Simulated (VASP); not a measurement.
# Ni in VASP: notebook, part 2 of 2

VASP 6.6.1. Earlier steps stand in the parts before.

### 3 Single point, LDA, collinear spin, ferromagnetic start

Contents of INCAR:

```
SYSTEM = Ni
PREC     = Accurate       ! precision mode
ENCUT    = 520            ! plane-wave cutoff, eV
EDIFF    = 1E-6           ! SCF threshold, eV
ISMEAR   = 0              ! smearing method
SIGMA    = 0.15           ! smearing width, eV
LREAL    = .False.        ! projectors in reciprocal space
LASPH    = .True.         ! aspherical terms in the spheres
NELM     = 150            ! most SCF steps
ALGO     = Fast           ! electronic algorithm
ISIF     = 2              ! what is computed and relaxed
LWAVE    = .False.        ! write WAVECAR
LCHARG   = .False.        ! write CHGCAR
ISPIN    = 2              ! spin polarisation
MAGMOM   = 0.7            ! initial moments
LORBIT   = 11             ! projections on sites
LMAXMIX  = 4              ! l up to which the mixer works
GGA      = CA             ! functional
NBANDS   = 15             ! bands
```

Contents of KPOINTS:

```
regular mesh
0
Gamma
  22 22 22
  0 0 0
```

Contents of POSCAR:

```
Ni
1.0
    0.0000000000      1.7720504429      1.9689449366
    1.3953827159      0.0000000000      1.9689449366
    1.3953827159      1.7720504429      0.0000000000
Ni
1
Direct
    0.0000000000      0.0000000000      0.0000000000
```

Potentials or basis: VASP PAW LDA potentials, release 64 (Ni).

On the command line:

```sh
$ cat potpaw_LDA.64/Ni/POTCAR > POTCAR
$ mpirun -np 1 vasp_std > vasp.out
```

OUTCAR:

```text
SYSTEM = Ni
   PREC = Accurate
   ENCUT = 520
   EDIFF = 1E-6
   ISMEAR = 0
   LREAL = .False.
   LASPH = .True.
   NELM = 150
   ISIF = 2
   ISPIN = 2
   LORBIT = 11
   GGA = CA

 ion  position               nearest neighbor table
   1  0.000  0.000  0.000-

  LATTYP: Found a face centered orthorhombic cell.
 ALAT       =     2.7907654318
 B/A-ratio  =     1.2699386503
 C/A-ratio  =     1.4110429448

  Lattice vectors:

 A1 = (   0.0000000000,   1.7720504429,   1.9689449366)
 A2 = (   1.3953827159,   0.0000000000,   1.9689449366)
[... 1073 lines left out ...]
  -------------------------------------------------------------------------------------
  Total        0.9348723      1.6496953     -0.5935749      0.0000000      0.0000000      0.0000000
  in kB      153.8260481    271.4446747    -97.6681836      0.0000000      0.0000000      0.0000000
  external PRESSURE =     109.2008464 kB  Pullay stress =       0.0000000 kB

 VOLUME and BASIS-vectors are now :
 -----------------------------------------------------------------------------
  energy-cutoff  :      520.00
  volume of cell :        9.74
      direct lattice vectors                 reciprocal lattice vectors
     0.000000000  1.772050443  1.968944937    -0.358324633  0.282159011  0.253943110
     1.395382716  0.000000000  1.968944937     0.358324633 -0.282159011  0.253943110
     1.395382716  1.772050443  0.000000000     0.358324633  0.282159011 -0.253943110

 POSITION                                       TOTAL-FORCE (eV/Angst)
 -----------------------------------------------------------------------------------
      0.00000      0.00000      0.00000         0.000000      0.000000      0.000000
 -----------------------------------------------------------------------------------
    total drift:                               -0.000000      0.000000      0.000000

  FREE ENERGIE OF THE ION-ELECTRON SYSTEM (eV)
  ---------------------------------------------------
  free  energy   TOTEN  =        -6.4270159334 eV

  energy  without entropy=       -6.4058163415  energy(sigma->0) =       -6.41641614

 total charge

# of ion       s       p       d       tot
------------------------------------------
    1        0.545   0.593   8.416   9.554

 magnetization (x)

# of ion       s       p       d       tot
------------------------------------------
    1       -0.001  -0.004   0.202   0.198
```

OSZICAR:

```text
N       E                     dE             d eps       ncg     rms          rms(c)
DAV:   1     0.319954895625E+02    0.31995E+02   -0.41849E+03 98370   0.888E+02
DAV:   2    -0.608093296373E+01   -0.38076E+02   -0.35516E+02102958   0.166E+02
DAV:   3    -0.744467308973E+01   -0.13637E+01   -0.13470E+01114929   0.306E+01
DAV:   4    -0.745143031484E+01   -0.67572E-02   -0.67560E-02112057   0.207E+00
DAV:   5    -0.745148545449E+01   -0.55140E-04   -0.55140E-04117689   0.170E-01    0.112E+01
RMM:   6    -0.666504405503E+01    0.78644E+00   -0.12953E+00125870   0.121E+01    0.543E+00
RMM:   7    -0.645744282331E+01    0.20760E+00   -0.13205E-01124192   0.382E+00    0.250E+00
RMM:   8    -0.642915103900E+01    0.28292E-01   -0.49653E-03137685   0.417E-01    0.791E-01
RMM:   9    -0.642733322058E+01    0.18178E-02   -0.75567E-04138327   0.249E-01    0.226E-01
RMM:  10    -0.642691294130E+01    0.42028E-03   -0.30217E-04133331   0.185E-01    0.781E-02
RMM:  11    -0.642695858114E+01   -0.45640E-04   -0.75579E-05138797   0.672E-02    0.556E-02
RMM:  12    -0.642699312380E+01   -0.34543E-04   -0.14963E-05136494   0.296E-02    0.281E-02
RMM:  13    -0.642700809161E+01   -0.14968E-04   -0.66959E-06131487   0.242E-02    0.161E-02
RMM:  14    -0.642701376612E+01   -0.56745E-05   -0.33833E-06127208   0.149E-02    0.819E-03
RMM:  15    -0.642701557496E+01   -0.18088E-05   -0.16027E-06112524   0.979E-03    0.300E-03
RMM:  16    -0.642701593342E+01   -0.35847E-06   -0.55991E-07 85402   0.496E-03
   1 F= -.64270159E+01 E0= -.64164161E+01  d E =-.211996E-01  mag=     0.1977
```

Run time: 4 min. Hardware: 1 thread of Intel Xeon 6975P-C (Granite Rapids), shared host; peak memory 0.41 GiB.

Results:

```yaml
Free_energy: -6.4270 eV
Pressure: 10.9 GPa
Net_moment: 0.20 μB per cell
Site_moments: Ni +0.20 μB
Valence_electrons_inside_the_program's_atomic_spheres: Ni 9.55
```

Levels at points of the mesh, in eV from the Fermi level:
Spin up:
| k point | band 2 | band 3 | band 4 | band 5 | band 6 | band 7 | band 8 | band 9 |
| --- | --- | --- | --- | --- | --- | --- | --- | --- |
| (0.00, 0.00, 0.00) | -2.97 | -2.26 | -1.94 | -0.90 | -0.46 | 26.34 | 26.98 | 29.12 |
| (0.50, 0.00, 0.00) | -3.37 | -0.97 | -0.50 | 0.08 | 0.30 | 7.39 | 19.27 | 23.98 |
| (0.50, 0.50, 0.00) | -3.95 | -0.42 | -0.35 | -0.23 | 0.21 | 6.73 | 20.43 | 21.74 |
| (0.50, 0.00, 0.50) | -3.54 | -0.75 | -0.71 | 0.62 | 1.66 | 9.35 | 18.31 | 19.32 |
| (0.00, 0.50, 0.50) | -4.62 | -0.25 | 0.01 | 0.47 | 9.00 | 11.34 | 11.52 | 16.23 |
Spin down:
```
           k point  band 1  band 2  band 3  band 4  band 5  band 6  band 7  band 8  band 9  band 10
(0.00, 0.00, 0.00)   -9.58   -2.78   -2.06   -1.72   -0.71   -0.29   26.34   26.98   29.13    32.18
(0.50, 0.00, 0.00)   -4.98   -3.18   -0.79   -0.31    0.10    0.53    7.52   19.29   24.01    25.59
(0.50, 0.50, 0.00)   -5.10   -3.78   -0.40   -0.16   -0.03    0.46    6.85   20.45   21.79    25.92
(0.50, 0.00, 0.50)   -4.95   -3.35   -0.55   -0.53    0.84    1.69    9.46   18.33   19.36    23.84
(0.00, 0.50, 0.50)   -4.70   -4.49   -0.01    0.24    0.69    9.03   11.37   11.55   16.31    17.81
```

Caveat: the cell differs from its parent crystal (strain +e along x and -e along y -0.1100, strain +e along z and -e/2 along x and y +0.1500).

### 4 Single point, LDA, collinear spin, ferromagnetic start

Contents of INCAR:

```
SYSTEM = Ni
  PREC = Accurate
  ENCUT = 520
  EDIFF = 1E-6
  ISMEAR = 0
  SIGMA = 0.15
  LREAL = .FALSE.
  LASPH = .TRUE.
  NELM = 150
  ALGO = Fast
  ISIF = 2
  LWAVE = .FALSE.
  LCHARG = .TRUE.
  ISPIN = 2
  MAGMOM = 0.7
  LORBIT = 11
  LMAXMIX = 4
  LELF = .TRUE.
  LVHAR = .TRUE.
  NBANDS = 15
```

Contents of KPOINTS:

```
Automatic mesh
0
G
  22 22 22
  0 0 0
```

Contents of POSCAR:

```
Ni
1.0
    0.0000000000      1.8062929635      1.7121260318
    1.6179591001      0.0000000000      1.7121260318
    1.6179591001      1.8062929635      0.0000000000
Ni
1
Direct
    0.0000000000      0.0000000000      0.0000000000
```

On the command line:

```sh
$ cat potpaw_LDA.64/Ni/POTCAR > POTCAR
$ mpirun -np 1 vasp_std > vasp.out
```

Wall time 3.8 min (1 thread of Intel Xeon 6975P-C (Granite Rapids), shared host); peak memory 0.42 GiB.

The run converged. Its results:

```yaml
Free_energy: -6.5632 eV
Pressure: 1.0 GPa
Net_moment: 0.56 μB per cell
Site_moments: Ni +0.56 μB
Valence_electrons_inside_the_program's_atomic_spheres: Ni 9.48
```

Stress tensor (GPa, compression positive):
```
 7.13  0.00  0.00
 0.00 -7.20  0.00
 0.00  0.00  3.17
```

Levels at points of the mesh, in eV from the Fermi level:
Spin up:
| k point | band 1 | band 2 | band 3 | band 4 | band 5 | band 6 | band 7 | band 8 | band 9 | band 10 |
| --- | --- | --- | --- | --- | --- | --- | --- | --- | --- | --- |
| (0.00, 0.00, 0.00) | -9.55 | -2.88 | -2.46 | -2.12 | -1.61 | -0.91 | 24.70 | 28.19 | 28.94 | 29.80 |
| (0.50, 0.00, 0.00) | -5.22 | -2.88 | -2.17 | -0.56 | -0.35 | -0.31 | 6.44 | 21.95 | 25.16 | 27.55 |
| (0.50, 0.50, 0.00) | -5.11 | -4.46 | -0.51 | -0.47 | -0.02 | 2.51 | 10.06 | 15.68 | 15.86 | 21.07 |
| (0.50, 0.00, 0.50) | -5.16 | -4.49 | -0.38 | -0.38 | -0.19 | 1.27 | 8.61 | 17.01 | 17.17 | 22.21 |
| (0.00, 0.50, 0.50) | -5.04 | -4.59 | -0.44 | -0.39 | -0.09 | 4.02 | 11.68 | 14.20 | 14.23 | 19.78 |
Spin down:
```tsv
k point	band 3	band 4	band 5	band 6	band 7	band 8
(0.00, 0.00, 0.00)	-1.89	-1.56	-1.09	-0.38	24.69	28.20
(0.50, 0.00, 0.00)	-1.66	-0.32	0.03	0.31	6.79	21.96
(0.50, 0.50, 0.00)	0.07	0.11	0.65	2.57	10.32	15.74
(0.50, 0.00, 0.50)	0.16	0.25	0.47	1.32	8.90	17.07
(0.00, 0.50, 0.50)	0.12	0.26	0.57	4.08	11.93	14.27
```

Caveat: the cell differs from its parent crystal (strain +e along x and -e along y -0.0550, strain +e along z and -e/2 along x and y +0.0000).

### 5 Single point, LDA, collinear spin, ferromagnetic start

Contents of INCAR:

```
PREC     = Accurate       # precision mode
ENCUT    = 520            # plane-wave cutoff, eV
EDIFF    = 1E-6           # SCF threshold, eV
ISMEAR   = 0              # smearing method
SIGMA    = 0.15           # smearing width, eV
LREAL    = F              # projectors in reciprocal space
LASPH    = T              # aspherical terms in the spheres
NELM     = 150            # most SCF steps
ALGO     = Normal         # electronic algorithm
ISIF     = 2              # what is computed and relaxed
LWAVE    = F              # write WAVECAR
LCHARG   = F              # write CHGCAR
ISPIN    = 2              # spin polarisation
MAGMOM   = 0.7            # initial moments
LORBIT   = 11             # projections on sites
LMAXMIX  = 4              # l up to which the mixer works
GGA      = CA             # functional
NBANDS   = 15             # bands
```

Contents of KPOINTS:

```
Automatic mesh
0
Gamma
  22 22 22
```

Contents of POSCAR:

```
Ni
1.0
    0.0000000000      1.8405354842      1.4553071270
    1.8405354842      0.0000000000      1.4553071270
    1.8405354842      1.8405354842      0.0000000000
Ni
1
Direct
    0.0000000000      0.0000000000      0.0000000000
```

Potentials or basis: VASP PAW LDA potentials, release 64 (Ni).

On the command line:

```sh
$ cat potpaw_LDA.64/Ni/POTCAR > POTCAR
$ mpirun -np 1 vasp_std > vasp.out
```

OUTCAR:

```text
PREC = Accurate
   ENCUT = 520
   EDIFF = 1E-6
   ISMEAR = 0
   LREAL = F
   LASPH = T
   NELM = 150
   ISIF = 2
   ISPIN = 2
   LORBIT = 11
   GGA = CA

 ion  position               nearest neighbor table
   1  0.000  0.000  0.000-

  LATTYP: Found a body centered tetragonal cell.
 ALAT       =     2.6029102438
 C/A-ratio  =     1.1182153749

  Lattice vectors:

 A1 = (   0.0000000000,  -1.8405354842,  -1.4553071270)
 A2 = (   0.0000000000,   1.8405354842,  -1.4553071270)
 A3 = (   1.8405354842,   0.0000000000,   1.4553071270)

Analysis of symmetry for initial positions (statically):
=====================================================================
 Subroutine PRICEL returns:
 Original cell was already a primitive cell.

 Routine SETGRP: Setting up the symmetry group for a
 body centered tetragonal supercell.

 Subroutine GETGRP returns: Found 16 space group operations
 (whereof 16 operations were pure point group operations)
 out of a pool of 16 trial point group operations.

The static configuration has the point symmetry D_4h.

Analysis of symmetry for dynamics (positions and initial velocities):
=====================================================================
 Subroutine PRICEL returns:
 Original cell was already a primitive cell.

 Routine SETGRP: Setting up the symmetry group for a
 body centered tetragonal supercell.

 Subroutine GETGRP returns: Found 16 space group operations
 (whereof 16 operations were pure point group operations)
 out of a pool of 16 trial point group operations.

The dynamic configuration has the point symmetry D_4h.

Analysis of structural, dynamic, and magnetic symmetry:
=====================================================================
 Subroutine PRICEL returns:
 Original cell was already a primitive cell.

 Routine SETGRP: Setting up the symmetry group for a
 body centered tetragonal supercell.

 Subroutine GETGRP returns: Found 16 space group operations
 (whereof 16 operations were pure point group operations)
 out of a pool of 16 trial point group operations.

The overall configuration has the point symmetry D_4h.

 Subroutine INISYM returns: Found 16 space group operations
 (whereof 16 operations are pure point group operations),
 and found     1 'primitive' translations

----------------------------------------------------------------------------------------

                                     Primitive cell

  volume of cell :       9.8599

  direct lattice vectors                    reciprocal lattice vectors
     0.000000000  1.840535484  1.455307127    -0.271660071  0.271660071  0.343570090
     1.840535484  0.000000000  1.455307127     0.271660071 -0.271660071  0.343570090
     1.840535484  1.840535484  0.000000000     0.271660071  0.271660071 -0.343570090

  length of vectors
     2.346377997  2.346377997  2.602910244     0.515401586  0.515401586  0.515401586

  position of ions in fractional coordinates (direct lattice)
     0.000000000  0.000000000  0.000000000

  ion indices of the primitive-cell ions
   primitive index   ion index
                 1           1

----------------------------------------------------------------------------------------

 KPOINTS: Automatic mesh

Automatic generation of k-mesh.
 Grid dimensions read from file:
 generate k-points for:   22   22   22

 Generating k-lattice:

  Cartesian coordinates                     Fractional coordinates (reciprocal lattice)
    -0.012348185  0.012348185  0.015616822     0.045454545  0.000000000  0.000000000
[... 68 lines left out ...]
   TEBEG  =    0.0;   TEEND  =   0.0 temperature during run
   PSTRESS=    0.0 pullay stress
   NELECT =      10.0000    total number of electrons
   NUPDOWN=      -1.0000    fix difference up-down
   EMIN   =  10.00;   EMAX   =-10.00  energy-range for DOS
   EFERMI =   0.00;   METHOD = LEGACY
   ISMEAR =     0;   SIGMA  =   0.15  broadening in eV -4-tet -1-fermi 0-gaus
   EFERMI_NEDOS =   21; number of points for ismear=-14 and -15
   IALGO  =     38    algorithm
   IMIX   =      4    mixing-type and parameters
     AMIX     =   0.40;   BMIX     =  1.00
     AMIX_MAG =   1.60;   BMIX_MAG =  1.00
  volume/ion in A,a.u.               =       9.86        66.54
  Fermi-wavevector in a.u.,A,eV,Ry     =   1.644815  3.108250 36.809440  2.705418
  Thomas-Fermi vector in A             =   2.734718
   LORBIT       =     11    0 simple, 1 ext, 2 COOP (PROOUT), +10 PAW based schemes
   GGA     = CA    functional components
   LHFCALC =     F    Hartree Fock is set to
   AEXX    =    0.0000 exact exchange contribution
   IVDW    =     0    specifies the selected vdW correction
   LEPSILON=     F    determine dielectric tensor
   LRPA    =     F    only Hartree local field effects (RPA)
 spin polarized calculation
 Gauss-broadening in eV      SIGMA  =   0.15
  energy-cutoff  :      520.00
  volume of cell :        9.86
 maximum number of plane-waves:       275
 NGX is ok and might be reduce to    18
   NGX =  9   NGY =  9   NGZ =  9

 number of electron      10.0000009 magnetization       0.4273367

 Free energy of the ion-electron system (eV)
  ---------------------------------------------------
  ext. energy  EPLUGINS =         0.00000000
  ---------------------------------------------------
  free energy    TOTEN  =        -6.50500199 eV

  energy without entropy =       -6.48478797  energy(sigma->0) =       -6.49489498

 E-fermi :  10.3902     XC(G=0): -14.2028

 val. band max:       10.3896330384   @ k =  -0.2727   0.3182   0.1364
 cond. band min:      10.3902351702   @ k =  -0.1818   0.3636   0.1818
 fundamental gap:      0.0006021317
 Fermi energy:        10.3901513408

 spin component 1

 k-point     1 :       0.0000    0.0000    0.0000
  band No.  band energies     occupation
      1       0.8255      1.00000
      2       7.7742      1.00000
      3       7.7742      1.00000
      4       8.3710      1.00000
      5       9.0820      1.00000
      6       9.7550      1.00000
      7      36.3586      0.00000
      8      38.6106      0.00000
      9      38.6106      0.00000
     10      42.8330      0.00000
     11      42.9173      0.00000
     12      44.4436      0.00000
     13      44.4436      0.00000
     14      44.5000      0.00000
[... 403 lines left out ...]
      4       9.3658      1.00000
      5      10.4062      0.43978
      6      10.6426      0.00865
      7      17.7942      0.00000
      8      31.4747      0.00000
      9      32.7600      0.00000
     10      37.5004      0.00000
     11      40.3686      0.00000
     12      43.2246      0.00000
     13      52.2076      0.00000
     14      54.5758      0.00000
     15      56.2162      0.00000

 [... further k-points ...]

 spin component 2

 k-point     1 :       0.0000    0.0000    0.0000
  band No.  band energies     occupation
      1       0.8662      1.00000
      2       8.2209      1.00000
      3       8.2209      1.00000
      4       8.7965      1.00000
      5       9.4881      1.00000
      6      10.1267      0.99350
      7      36.3608      0.00000
      8      38.6174      0.00000
      9      38.6174      0.00000
     10      42.8898      0.00000
     11      43.0152      0.00000
     12      44.5062      0.00000
     13      44.6000      0.00000
     14      44.6000      0.00000
[... 403 lines left out ...]
      4       9.7056      1.00000
      5      10.8549      0.00001
      6      10.9010      0.00000
      7      18.0510      0.00000
      8      31.4904      0.00000
      9      32.8689      0.00000
     10      37.6280      0.00000
     11      40.4683      0.00000
     12      43.3023      0.00000
     13      52.2988      0.00000
     14      54.6845      0.00000
     15      57.1223      0.00000

 [... further k-points ...]
[... 5 lines left out ...]
  --------------------------------------------------------------------------------------
  -------------------------------------------------------------------------------------
  Total        0.1811128      0.1811128      0.6880772      0.0000000      0.0000000     -0.0000000
  in kB       29.4297553     29.4297553    111.8084776      0.0000000      0.0000000     -0.0000000
  external PRESSURE =      56.8893294 kB  Pullay stress =       0.0000000 kB

 VOLUME and BASIS-vectors are now :
 -----------------------------------------------------------------------------
  energy-cutoff  :      520.00
  volume of cell :        9.86
      direct lattice vectors                 reciprocal lattice vectors
     0.000000000  1.840535484  1.455307127    -0.271660071  0.271660071  0.343570090
     1.840535484  0.000000000  1.455307127     0.271660071 -0.271660071  0.343570090
     1.840535484  1.840535484  0.000000000     0.271660071  0.271660071 -0.343570090

 POSITION                                       TOTAL-FORCE (eV/Angst)
 -----------------------------------------------------------------------------------
      0.00000      0.00000      0.00000         0.000000     -0.000000      0.000000
 -----------------------------------------------------------------------------------
    total drift:                                0.000000      0.000000      0.000000

  FREE ENERGIE OF THE ION-ELECTRON SYSTEM (eV)
  ---------------------------------------------------
  free  energy   TOTEN  =        -6.5050019918 eV

  energy  without entropy=       -6.4847879673  energy(sigma->0) =       -6.49489498

 total charge

# of ion       s       p       d       tot
------------------------------------------
    1        0.538   0.582   8.395   9.516

 magnetization (x)

# of ion       s       p       d       tot
------------------------------------------
    1       -0.003  -0.011   0.440   0.426
```

Run time: 1.8 min. Hardware: 1 thread of Intel Xeon 6975P-C (Granite Rapids), shared host; peak memory 0.28 GiB.

What came out:

* Free energy: -6.5050 eV
* Pressure: 5.7 GPa
* Net moment: 0.43 μB per cell
* Site moments: Ni +0.43 μB
* Valence electrons inside the program's atomic spheres: Ni 9.52

Caveat: the cell differs from its parent crystal (strain +e along x and -e along y +0.0000, strain +e along z and -e/2 along x and y -0.1500).

### 6 Overview

```tsv
cell	gap on the mesh (eV)	pressure (GPa)	moment (μB)
a = 2.470, b = 2.470, c = 2.331 Å, angles 61.9, 61.9, 56.3°, 1 atom	none	1.9	0.54
a = 2.649, b = 2.413, c = 2.255 Å, angles 69.0, 58.3, 52.7°, 1 atom	none	10.9	0.20
a = 2.489, b = 2.356, c = 2.425 Å, angles 62.7, 57.3, 60.0°, 1 atom	none	1.0	0.56
a = 2.346, b = 2.346, c = 2.603 Å, angles 56.3, 56.3, 67.4°, 1 atom	none	5.7	0.43
```

Alike in all rows: task single point; level LDA; potentials or basis VASP PAW LDA potentials, release 64 (Ni); spin collinear, ferromagnetic start; k mesh 22 × 22 × 22; cutoff (eV) 520; smearing gaussian 0.15 eV.

Total energies depend on the potentials used, so only differences within one code and one set of settings carry meaning.
